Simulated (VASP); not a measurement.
# Sb2As2C (Immm) in VASP: notebook

Sb2As2C is run at these levels: PBE; tasks: single point.

All numbers are computed with VASP 6.6.1; they aren't measurements. Logs are shortened: lines on timing, memory, paths and dates and some standing lists are left out, and cuts for length are marked.

### 1 The cell of the first run

It takes space group Immm (No. 71, orthorhombic). The conventional cell has a = 3.206 Å, b = 6.764 Å, c = 10.099 Å, α = 90.00°, β = 90.00°, γ = 90.00°. Within 3.4 Å of Sb (site symmetry mm2) lie 1 C at 2.56 Å and 6 As at 3.15 to 3.34 Å and 2 Sb at 3.21 Å. Within 2.4 Å of As (site symmetry m2m) lie 1 C at 1.83 Å. C (site symmetry mmm) has 2 As at 1.83 Å within 2.4 Å.

The cell was built from a structure type or drawn by symmetry, and may not be a known phase.

### 2 Single point, PBE

Input file INCAR:

```
SYSTEM = Sb2As2C
  PREC = Accurate
  ENCUT = 600
  EDIFF = 1E-6
  ISMEAR = 0
  SIGMA = 0.1
  LREAL = .False.
  LASPH = .True.
  NELM = 120
  ALGO = Normal
  ISIF = 2
  LWAVE = .False.
  LCHARG = .False.
  GGA = PE
  NBANDS = 40
  GGA_COMPAT = .False.
```

Input file KPOINTS:

```
Automatic mesh
0
Gamma
  12 12 12
  0 0 0
```

Input file POSCAR:

```
Sb2As2C
1.0
   -1.6031583024      3.3818624201      5.0495929889
    1.6031583024     -3.3818624201      5.0495929889
    1.6031583024      3.3818624201     -5.0495929889
Sb As C
2 2 1
Direct
    0.2466704828      0.7466704828      0.5000000000
    0.7533295172      0.2533295172      0.5000000000
    0.2292698969      0.0000000000      0.2292698969
    0.7707301031      0.0000000000      0.7707301031
    0.5000000000      0.0000000000      0.5000000000
```

Potentials or basis: VASP PAW PBE potentials, release 64 (Sb_d_GW, As_d, C).

The run is started by

```
$ cat potpaw_PBE.64/Sb_d_GW/POTCAR potpaw_PBE.64/As_d/POTCAR potpaw_PBE.64/C/POTCAR > POTCAR
$ mpirun -np 1 vasp_std > vasp.out
```

OUTCAR:

```text
SYSTEM = Sb2As2C
   PREC = Accurate
   ENCUT = 600
   EDIFF = 1E-6
   ISMEAR = 0
   LREAL = .False.
   LASPH = .True.
   NELM = 120
   ISIF = 2
   GGA = PE

 ion  position               nearest neighbor table
   1  0.247  0.747  0.500-   5 2.56   3 3.15   4 3.15
   2  0.753  0.253  0.500-   5 2.56   4 3.15   3 3.15
   3  0.229  0.000  0.229-   5 1.83   1 3.15   2 3.15
   4  0.771  0.000  0.771-   5 1.83   2 3.15   1 3.15
   5  0.500  0.000  0.500-   3 1.83   4 1.83   1 2.56   2 2.56

  LATTYP: Found a body centered orthorhombic cell.
 ALAT       =     3.2063166048
 B/A-ratio  =     2.1094999883
 C/A-ratio  =     3.1497781481

  Lattice vectors:

 A1 = (  -1.6031583024,   3.3818624201,   5.0495929889)
 A2 = (   1.6031583024,  -3.3818624201,   5.0495929889)
 A3 = (   1.6031583024,   3.3818624201,  -5.0495929889)

Analysis of symmetry for initial positions (statically):
=====================================================================
 Subroutine PRICEL returns:
 Original cell was already a primitive cell.

 Routine SETGRP: Setting up the symmetry group for a
 body centered orthorhombic supercell.

 Subroutine GETGRP returns: Found  8 space group operations
 (whereof  8 operations were pure point group operations)
 out of a pool of  8 trial point group operations.

The static configuration has the point symmetry D_2h.

Analysis of symmetry for dynamics (positions and initial velocities):
=====================================================================
 Subroutine PRICEL returns:
 Original cell was already a primitive cell.

 Routine SETGRP: Setting up the symmetry group for a
 body centered orthorhombic supercell.

 Subroutine GETGRP returns: Found  8 space group operations
 (whereof  8 operations were pure point group operations)
 out of a pool of  8 trial point group operations.

The dynamic configuration has the point symmetry D_2h.

 Subroutine INISYM returns: Found  8 space group operations
 (whereof  8 operations are pure point group operations),
 and found     1 'primitive' translations

----------------------------------------------------------------------------------------

                                     Primitive cell

  volume of cell :     109.5087

  direct lattice vectors                    reciprocal lattice vectors
[... 92 lines left out ...]
   NELM   =    120;   NELMIN=  2; NELMDL= -5     # of ELM steps
   EDIFF  = 0.1E-05   stopping-criterion for ELM
   LREAL  =      F    real-space projection
   EDIFFG = 0.1E-04   stopping-criterion for IOM
   NSW    =      0    number of steps for IOM
   IBRION =     -1    ionic relax: 0-MD 1-quasi-New 2-CG
   NFREE  =      0    steps in history (QN), initial steepest desc. (CG)
   ISIF   =      2    stress and relaxation
   ISYM   =      2    0-nonsym 1-usesym 2-fastsym
   POTIM  = 0.5000    time-step for ionic-motion
   TEBEG  =    0.0;   TEEND  =   0.0 temperature during run
   PSTRESS=    0.0 pullay stress
   NELECT =      64.0000    total number of electrons
   NUPDOWN=      -1.0000    fix difference up-down
   EMIN   =  10.00;   EMAX   =-10.00  energy-range for DOS
   EFERMI =   0.00;   METHOD = LEGACY
   ISMEAR =     0;   SIGMA  =   0.10  broadening in eV -4-tet -1-fermi 0-gaus
   EFERMI_NEDOS =   21; number of points for ismear=-14 and -15
   IALGO  =     38    algorithm
   IMIX   =      4    mixing-type and parameters
     AMIX     =   0.40;   BMIX     =  1.00
     AMIX_MAG =   1.60;   BMIX_MAG =  1.00
  volume/ion in A,a.u.               =      21.90       147.80
  Fermi-wavevector in a.u.,A,eV,Ry     =   1.368733  2.586529 25.489545  1.873429
  Thomas-Fermi vector in A             =   2.494670
   LORBIT       =      0    0 simple, 1 ext, 2 COOP (PROOUT), +10 PAW based schemes
   GGA     = PE    functional components
   LHFCALC =     F    Hartree Fock is set to
   AEXX    =    0.0000 exact exchange contribution
   IVDW    =     0    specifies the selected vdW correction
   LEPSILON=     F    determine dielectric tensor
   LRPA    =     F    only Hartree local field effects (RPA)
 non-spin polarized calculation
 Gauss-broadening in eV      SIGMA  =   0.10
  energy-cutoff  :      600.00
  volume of cell :      109.51
 maximum number of plane-waves:      3695
   NGX = 25   NGY = 25   NGZ = 25

 number of electron      63.9999978 magnetization

 Free energy of the ion-electron system (eV)
  ---------------------------------------------------
  ext. energy  EPLUGINS =         0.00000000
  ---------------------------------------------------
  free energy    TOTEN  =       -22.66756677 eV

  energy without entropy =      -22.65469980  energy(sigma->0) =      -22.66113329

 E-fermi :   4.7487     XC(G=0): -10.5172

 val. band max:        4.7469417684   @ k =   0.4167  -0.4167   0.0833
 cond. band min:       4.7487561317   @ k =   0.5000   0.1667   0.0833
 fundamental gap:      0.0018143632
 Fermi energy:         4.7486926905

 k-point     1 :       0.0000    0.0000    0.0000
  band No.  band energies     occupation
      1     -31.3624      2.00000
      2     -31.3564      2.00000
      3     -31.3430      2.00000
      4     -31.3421      2.00000
      5     -31.3418      2.00000
      6     -31.3361      2.00000
[... 1021 lines left out ...]
     39       9.3499      0.00000
     40      11.8982      0.00000

 [... further k-points ...]

------------------------ aborting loop because EDIFF is reached ----------------------------------------

  FORCE on cell =-STRESS in cart. coord.  units (eV):
  Direction    XX          YY          ZZ          XY          YZ          ZX
  --------------------------------------------------------------------------------------
  -------------------------------------------------------------------------------------
  Total       -0.0306485     -0.3175608      0.0074745     -0.0000000      0.0000000      0.0000000
  in kB       -0.4484060     -4.6461016      0.1093562     -0.0000000      0.0000000      0.0000000
  external PRESSURE =      -1.6617171 kB  Pullay stress =       0.0000000 kB

 VOLUME and BASIS-vectors are now :
 -----------------------------------------------------------------------------
  energy-cutoff  :      600.00
  volume of cell :      109.51
      direct lattice vectors                 reciprocal lattice vectors
    -1.603158302  3.381862420  5.049592989     0.000000000  0.147847528  0.099017881
     1.603158302 -3.381862420  5.049592989     0.311884359  0.000000000  0.099017881
     1.603158302  3.381862420 -5.049592989     0.311884359  0.147847528  0.000000000

 POSITION                                       TOTAL-FORCE (eV/Angst)
 -----------------------------------------------------------------------------------
      1.60316      0.00000      2.49117         0.000000      0.000000      0.000798
      0.00000      3.38186      2.55842        -0.000000      0.000000     -0.000798
      0.00000      1.55072      0.00000        -0.000000      0.080359      0.000000
      0.00000      5.21301      0.00000         0.000000     -0.080359      0.000000
      0.00000      3.38186      0.00000         0.000000      0.000000      0.000000
 -----------------------------------------------------------------------------------
    total drift:                               -0.000000     -0.000000      0.000000

  FREE ENERGIE OF THE ION-ELECTRON SYSTEM (eV)
  ---------------------------------------------------
  free  energy   TOTEN  =       -22.6675667670 eV

  energy  without entropy=      -22.6546998034  energy(sigma->0) =      -22.66113329
```

OSZICAR:

```text
N       E                     dE             d eps       ncg     rms          rms(c)
DAV:   1     0.694430058902E+03    0.69443E+03   -0.24409E+04 34392   0.140E+04
DAV:   2     0.136278236457E+03   -0.55815E+03   -0.53109E+03 39728   0.230E+03
DAV:   3    -0.875708315526E+01   -0.14504E+03   -0.14160E+03 43728   0.486E+02
DAV:   4    -0.241154809333E+02   -0.15358E+02   -0.15257E+02 37904   0.118E+02
DAV:   5    -0.246804083626E+02   -0.56493E+00   -0.55939E+00 37376   0.244E+01    0.974E+00
DAV:   6    -0.228629080747E+02    0.18175E+01   -0.10166E+01 44544   0.293E+01    0.503E+00
DAV:   7    -0.226687010533E+02    0.19421E+00   -0.24127E+00 35216   0.928E+00    0.330E+00
DAV:   8    -0.226772547301E+02   -0.85537E-02   -0.40564E-01 41328   0.449E+00    0.122E+00
DAV:   9    -0.226669468264E+02    0.10308E-01   -0.44182E-02 40536   0.161E+00    0.218E-01
DAV:  10    -0.226675041694E+02   -0.55734E-03   -0.70716E-03 31880   0.565E-01    0.957E-02
DAV:  11    -0.226675628039E+02   -0.58635E-04   -0.87638E-04 41008   0.323E-01    0.363E-02
DAV:  12    -0.226675675721E+02   -0.47682E-05   -0.43842E-05 29400   0.533E-02    0.126E-02
DAV:  13    -0.226675667670E+02    0.80506E-06   -0.92036E-06 34640   0.608E-02
   1 F= -.22667567E+02 E0= -.22661133E+02  d E =-.128670E-01
```

It took 26 min on 1 thread of AMD EPYC 9R45 (Zen 5), shared host; peak memory 1.5 GiB.

Results:

```yaml
Free_energy: -22.6676 eV
Pressure: -0.2 GPa
Largest_force: 0.080 eV/Å
Band_gap_on_the_k_mesh: zero (bands 32 and 33 overlap by 3.24 eV)
```

Forces on the atoms (eV/Å):
```
Sb   0.000  0.000  0.001
Sb   0.000  0.000 -0.001
As   0.000  0.080  0.000
As   0.000 -0.080  0.000
C    0.000  0.000  0.000
```

Caveat: spin-orbit coupling is left out, which moves the levels of the heavy elements.

### 3 Single point, PBE

This run uses another cell than the first one, of 22.87 Å³/atom.

Input file INCAR:

```
SYSTEM = Sb2As2C
ALGO = Normal
EDIFF = 1E-6
ENCUT = 600
GGA = PE
GGA_COMPAT = .FALSE.
ISIF = 2
ISMEAR = 0
LASPH = .TRUE.
LCHARG = .FALSE.
LREAL = .FALSE.
LWAVE = .FALSE.
NBANDS = 40
NELM = 120
PREC = Accurate
SIGMA = 0.1
```

Input file KPOINTS:

```
k-points
0
G
  6 6 6
  0 0 0
```

Input file POSCAR:

```
Sb2As2C
1.0
   -1.8949843271      3.4035540291      4.4330359814
    1.8949843271     -3.4035540291      4.4330359814
    1.8949843271      3.4035540291     -4.4330359814
Sb As C
2 2 1
Direct
    0.2122322223      0.7122322223      0.5000000000
    0.7877677777      0.2877677777      0.5000000000
    0.2265804290      0.0000000000      0.2265804290
    0.7734195710      0.0000000000      0.7734195710
    0.5000000000      0.0000000000      0.5000000000
```

Potentials or basis: VASP PAW PBE potentials, release 64 (Sb_d_GW, As_d, C).

The run is started by

```
$ cat potpaw_PBE.64/Sb_d_GW/POTCAR potpaw_PBE.64/As_d/POTCAR potpaw_PBE.64/C/POTCAR > POTCAR
$ mpirun -np 1 vasp_std > vasp.out
```

It took 5 min on 1 thread of AMD EPYC 9R45 (Zen 5), shared host; peak memory 0.47 GiB.

It converged, with:

```yaml
Free_energy: -22.5324 eV
Pressure: -0.2 GPa
Largest_force: 0.073 eV/Å
Band_gap_on_the_k_mesh: zero (bands 32 and 33 overlap by 1.91 eV)
```

Forces in eV/Å, atoms in the order of the input:
```
Sb   0.000  0.000 -0.019
Sb   0.000  0.000  0.019
As   0.000  0.073  0.000
As   0.000 -0.073  0.000
C    0.000  0.000  0.000
```

Stress tensor (GPa, compression positive):
```
 0.03  0.00  0.00
 0.00 -0.55  0.00
 0.00  0.00 -0.01
```

Levels at points of the mesh, in eV from the Fermi level:
```
           k point  band 30  band 31  band 32  band 33  band 34  band 35
(0.00, 0.00, 0.00)    -0.50    -0.15     0.17     0.53     2.11     2.17
(0.50, 0.00, 0.00)    -1.74    -1.61    -0.43     1.54     1.67     2.66
(0.00, 0.50, 0.00)    -2.11    -1.72    -1.36    -0.86     0.48     1.18
(0.50, 0.50, 0.00)    -2.93    -0.87    -0.38    -0.10     0.53     1.04
(0.50, 0.50, 0.50)    -1.09    -0.50     0.37     0.59     0.68     1.45
```

Caveat: spin-orbit coupling is left out, which moves the levels of the heavy elements.
